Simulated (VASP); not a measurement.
HfRu3, 4 atoms in the cell. The structure is cubic, space group Pm-3m (No. 221). Conventional cell: a = 3.873 Å, b = 3.873 Å, c = 3.873 Å, α = 90.00°, β = 90.00°, γ = 90.00°. Hf (site symmetry m-3m) has 12 Ru at 2.74 Å within 3.6 Å. Within 3.6 Å of Ru (site symmetry 4/mmm) lie 4 Hf at 2.74 Å and 8 Ru at 2.74 Å. 

| Item | Value |
| --- | --- |
| Program | VASP 6.6.1 |
| Task | single point |
| Functional | LDA |
| Potentials or basis | VASP PAW LDA potentials, release 64 (Hf_pv, Ru_pv) |
| Cutoff | 520 eV |
| k mesh | 7 × 7 × 7 |
| Occupations | fermi-dirac, width 0.05 eV |
| Spin | no spin polarisation |
| Dipole correction | no |
| Further INCAR settings | ALGO = Normal; EDIFF = 1e-06; NBANDS = 34 |

Potentials or basis: VASP PAW LDA potentials, release 64 (Hf_pv, Ru_pv).

Launch:

```console
$ cat potpaw_LDA.64/Hf_pv/POTCAR potpaw_LDA.64/Ru_pv/POTCAR > POTCAR
$ mpirun -np 1 vasp_std > vasp.out
```

Hardware: 1 thread of Intel(R) Xeon(R) Platinum 8488C (Sapphire Rapids) (shared host).

Question: How long does it take, and how much memory?

Answer: Run time: 24 s on 1 thread of Intel(R) Xeon(R) Platinum 8488C (Sapphire Rapids), on a shared host, peak memory 0.16 GiB. Counts: scf iterations 13, k points 20.
